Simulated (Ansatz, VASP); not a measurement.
**ZrTi2C3 in VASP and in Ansatz**

```
CELL_PARAMETERS angstrom
3.16471 0.00000 0.00000
-1.58235 2.74072 0.00000
0.00000 0.00000 7.71047
ATOMIC_POSITIONS crystal
Zr 0.00000 0.00000 0.50000
Ti 0.33333 0.66667 0.15934
Ti 0.66667 0.33333 0.84066
C 0.33333 0.66667 0.68150
C 0.66667 0.33333 0.31850
C 0.00000 0.00000 0.00000
```

Alike in both runs: functional PBE; k mesh 12 × 12 × 6; occupations gaussian, width 0.1 eV; no spin polarisation.

Ansatz relaxed the structure, and its values are those at the end. VASP's run is a single point on that final structure, the one shown.

|  | VASP | Ansatz |
| --- | --- | --- |
| version | VASP 6.6.1 | Ansatz 0.2.0 |
| potentials or method | VASP PAW PBE potentials, release 64 (Zr_sv, Ti_sv, C), cutoff 520 eV | scalar-relativistic, plane waves, PAW |
| valence electrons in the cell | 48 | 48 |

Ansatz gave:

- gap on the k mesh at the Fermi level (eV): none
- pressure (GPa): 0.0

Question: What did VASP give for the same quantities?

Answer: gap on the k mesh at the Fermi level (eV): none; pressure (GPa): 0.2.

A gap of «none» marks a metal or a gap that the smearing closes.
